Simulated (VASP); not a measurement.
Wanted: the native input for a VASP 6.6.1 run.

```yaml
Task: single point
Functional: r2SCAN
Potentials_or_basis: VASP PAW PBE potentials, release 64 (Al, N)
Cutoff: 520 eV
k_mesh: 10 × 10 × 10
Occupations: gaussian, width 0.05 eV
Spin: no spin polarisation
Dipole_correction: no
Further_INCAR_settings: ALGO = Normal; EDIFF = 1e-07; NBANDS = 11
```

Crystal: AlN.

```xyz
2
Lattice="0.0000 2.1478 1.8256 2.1478 0.0000 1.8256 2.1478 2.1478 0.0000" Properties=species:S:1:pos:R:3 pbc="T T T"
Al    2.1478    2.1478    1.8256
N     0.0000    0.0000    0.0000
```

This cell differs from its parent crystal: ratio of the length along z to the lengths across it x 0.85, volume and fractional coordinates fixed.

One way to write it, as run:

POSCAR

```
AlN
1.0
    0.0000000000      2.1477739041      1.8256078185
    2.1477739041      0.0000000000      1.8256078185
    2.1477739041      2.1477739041      0.0000000000
Al N
1 1
Direct
    0.5000000000      0.5000000000      0.5000000000
    0.0000000000      0.0000000000      0.0000000000
```

INCAR.step1

```
PREC = Accurate ; ENCUT = 520
ISMEAR = 0 ; SIGMA = 0.05
LREAL = False ; LASPH = True
NELM = 60 ; NBANDS = 11
GGA = PE ; ALGO = Normal
EDIFF = 1E-4 ; LWAVE = True
LCHARG = False
```

INCAR.step2

```
PREC = Accurate ; ENCUT = 520
EDIFF = 1E-7 ; ISMEAR = 0
SIGMA = 0.05 ; LREAL = False
LASPH = True ; NELM = 60
ALGO = Normal ; ISIF = 2
LWAVE = False ; LCHARG = False
METAGGA = R2SCAN ; LMIXTAU = True
NBANDS = 11 ; ISTART = 1
```

KPOINTS

```
Automatic mesh
0
Gamma
  10 10 10
```

Potentials or basis: VASP PAW PBE potentials, release 64 (Al, N).

Run with:

```bash
$ cat potpaw_PBE.64/Al/POTCAR potpaw_PBE.64/N/POTCAR > POTCAR
$ cp INCAR.step1 INCAR
$ mpirun -np 1 vasp_std > vasp.out
$ cp INCAR.step2 INCAR
$ mpirun -np 1 vasp_std > vasp.out
```

It gave:

```yaml
Pressure: 7.3 GPa
Band_gap_on_the_k_mesh: 4.61 eV (least direct gap 5.45 eV)
```

Caveat: the cell stands under pressure; the PAW data sets were made with another functional, which shifts forces and pressure a little.

It took 64 s on 1 thread of Intel Xeon 8259CL (shared host), peak memory 0.15 GiB.
